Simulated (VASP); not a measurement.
# CaO (Fm-3m) in VASP: a series of runs, part 2 of 2

VASP 6.6.1. The steps go on from the part before.

## (3) Relaxation of cell and atoms, PBEsol, target pressure 15 GPa, at which the enthalpy is minimised

INCAR reads:

```
SYSTEM = CaO
PREC = Accurate
ENCUT = 600
EDIFF = 1E-7
ISMEAR = 0
SIGMA = 0.01
LREAL = .FALSE.
LASPH = .TRUE.
NELM = 80
ALGO = Normal
ISIF = 3
LWAVE = .FALSE.
LCHARG = .FALSE.
GGA = PS
IBRION = 2
NSW = 100
EDIFFG = -0.002
PSTRESS = 150.0
```

KPOINTS reads:

```
regular mesh
0
G
  10 10 10
  0 0 0
```

POSCAR reads:

```
CaO
1.0
    0.0000000000      2.3835738961      2.3835738961
    2.3835738961      0.0000000000      2.3835738961
    2.3835738961      2.3835738961      0.0000000000
Ca O
1 1
Direct
    0.0000000000      0.0000000000      0.0000000000
    0.5000000000      0.5000000000      0.5000000000
```

Potentials or basis: VASP PAW PBE potentials, release 64 (Ca_sv, O).

The run is started by

```bash
$ cat potpaw_PBE.64/Ca_sv/POTCAR potpaw_PBE.64/O/POTCAR > POTCAR
$ mpirun -np 1 vasp_std > vasp.out
```

OUTCAR:

```text
SYSTEM = CaO
   PREC = Accurate
   ENCUT = 600
   EDIFF = 1E-7
   ISMEAR = 0
   LREAL = .FALSE.
   LASPH = .TRUE.
   NELM = 80
   ISIF = 3
   GGA = PS
   IBRION = 2
   NSW = 100
   EDIFFG = -0.002
   PSTRESS = 150.0

 ion  position               nearest neighbor table
   1  0.000  0.000  0.000-   2 2.38   2 2.38   2 2.38   2 2.38   2 2.38   2 2.38
   2  0.500  0.500  0.500-   1 2.38   1 2.38   1 2.38   1 2.38   1 2.38   1 2.38

  LATTYP: Found a face centered cubic cell.
 ALAT       =     4.7671477922

  Lattice vectors:

 A1 = (   0.0000000000,   2.3835738961,   2.3835738961)
 A2 = (   2.3835738961,   0.0000000000,   2.3835738961)
 A3 = (   2.3835738961,   2.3835738961,   0.0000000000)

Analysis of symmetry for initial positions (statically):
=====================================================================
 Subroutine PRICEL returns:
 Original cell was already a primitive cell.

 Routine SETGRP: Setting up the symmetry group for a
[... 373 lines left out ...]
 fundamental gap:      3.4397445559
 Fermi energy:         3.0991392513

 k-point     1 :       0.0000    0.0000    0.0000
  band No.  band energies     occupation
      1     -33.9818      2.00000
      2     -14.7039      2.00000
      3     -14.7039      2.00000
      4     -14.7039      2.00000
      5     -12.7434      2.00000
      6       2.9433      2.00000
      7       2.9433      2.00000
      8       2.9433      2.00000
      9       8.5711      0.00000
     10       9.4010      0.00000
     11       9.4010      0.00000
     12       9.4010      0.00000
[... 331 lines left out ...]
 k-point    24 :       0.4000    0.3000    0.0000
  band No.  band energies     occupation
      1     -33.7893      2.00000
      2     -15.7855      2.00000
      3     -15.0168      2.00000
      4     -14.9707      2.00000
      5     -11.9798      2.00000
      6       1.1531      2.00000
      7       2.3583      2.00000
      8       2.4703      2.00000
      9       7.1638      0.00000
     10      11.5132      0.00000
     11      12.4452      0.00000
     12      12.6067      0.00000

 [... further k-points ...]
[... 5 lines left out ...]
  --------------------------------------------------------------------------------------
  -------------------------------------------------------------------------------------
  Total        2.2986264      2.2986264      2.2986264      0.0000000      0.0000000     -0.0000000
  in kB      150.0754687    150.0754687    150.0754687      0.0000000      0.0000000     -0.0000000
  external PRESSURE =       0.0754687 kB  Pullay stress =     150.0000000 kB
[... 21 lines left out ...]
  energy  without entropy=      -13.2993766583  energy(sigma->0) =      -13.29937666

  enthalpy is  TOTEN    =       -11.0019061573 eV   P V=        2.2974705010

 reached required accuracy - stopping structural energy minimisation
```

OSZICAR:

```text
N       E                     dE             d eps       ncg     rms          rms(c)
DAV:   1     0.144958225593E+03    0.14496E+03   -0.95751E+03  1128   0.153E+03
DAV:   2    -0.703833466944E+01   -0.15200E+03   -0.14329E+03  1284   0.361E+02
DAV:   3    -0.146535791548E+02   -0.76152E+01   -0.75537E+01  1444   0.833E+01
[... 60 lines left out ...]
DAV:   3    -0.132993766124E+02    0.94851E-05   -0.20377E-05  1852   0.645E-02    0.743E-03
DAV:   4    -0.132993755747E+02    0.10377E-05   -0.71214E-06  1784   0.261E-02    0.209E-03
DAV:   5    -0.132993757928E+02   -0.21811E-06   -0.90208E-08  1016   0.398E-03    0.161E-03
DAV:   6    -0.132993765998E+02   -0.80693E-06   -0.46481E-07  1656   0.396E-03    0.674E-04
DAV:   7    -0.132993766583E+02   -0.58558E-07   -0.37087E-09   564   0.885E-04
   6 F= -.11001906E+02 E0= -.11001906E+02  d E =-.853975E-05
```

It took 3.3 min on 1 thread of AMD EPYC 7R13, shared host; peak memory 0.15 GiB.

What came out:

- Free energy: -13.2994 eV
- Relaxed volume: 12.27 Å³/atom
- Relaxed cell: a = 3.262 Å, b = 3.262 Å, c = 3.262 Å, α = 60.00°, β = 60.00°, γ = 60.00°
- Space group after relaxing (to 0.1 Å): Fm-3m (No. 225)
- Energy change on relaxing (the run minimises the enthalpy): +56.9 meV/atom
- Ionic steps: 6
- Pressure after relaxing: 15.0 GPa
- Band gap on the k mesh: 3.44 eV (least direct gap 3.78 eV)

The path:
```tsv
step	energy change (eV)	largest force (eV/Å)	pressure (GPa)	volume (Å³)
1	0.0000	0.0000	0.57	27.08
2	0.3980	0.0000	32.61	22.58
3	0.1111	0.0000	14.80	24.57
4	0.1156	0.0000	15.14	24.52
5	0.1123	0.0000	14.91	24.56
6	0.1139	0.0000	15.01	24.54
```

Final structure:
```
CELL_PARAMETERS angstrom
0.00000 2.30646 2.30646
2.30646 0.00000 2.30646
2.30646 2.30646 0.00000
ATOMIC_POSITIONS crystal
Ca 0.00000 0.00000 0.00000
O 0.50000 0.50000 0.50000
```

Caveat: the cell is relaxed towards a set pressure, so the run minimises the enthalpy, not the energy; the PAW data sets were made with another functional, which shifts forces and pressure a little. A k mesh can miss the band edges.
